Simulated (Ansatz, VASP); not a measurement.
## Ge in VASP and in Ansatz

```xyz
8
Lattice="-3.5738 3.5738 3.5738 3.5738 -3.5738 3.5738 3.5738 3.5738 -3.5738" Properties=species:S:1:pos:R:3 pbc="T T T"
Ge    1.0573    4.6310   -1.0573
Ge   -1.0573    1.0573    4.6310
Ge    4.6310   -1.0573    1.0573
Ge    2.5165    2.5165    2.5165
Ge   -1.0573    2.5165    1.0573
Ge    1.0573   -1.0573    2.5165
Ge    2.5165    1.0573   -1.0573
Ge    1.0573    1.0573    1.0573
```

Change from the starting cell: strain +0.030 along x and y, +0.030 along z, atoms carried along.

Alike in both runs: task single point; functional PBEsol; k mesh 8 × 8 × 8; occupations gaussian, width 0.15 eV; no spin polarisation.

|  | VASP | Ansatz |
| --- | --- | --- |
| version | VASP 6.6.1 | Ansatz 0.2.0 |
| potentials or method | VASP PAW PBE potentials, release 64 (Ge_d), cutoff 520 eV | scalar-relativistic, plane waves, PAW |
| valence electrons in the cell | 112 | 112 |

```csv
,VASP,Ansatz,Ansatz less VASP
gap on the k mesh at the Fermi level (eV),none,none,-
pressure (GPa),-5.2,-5.1,+0.10
rms of the force components (eV/Å),0.129,0.127,-0.0018
```

VASP's potentials were made for PBE, not for PBEsol. Atom by atom the forces differ by 0.002 eV/Å (rms over components). A gap of «none» marks a metal or a gap that the smearing closes.
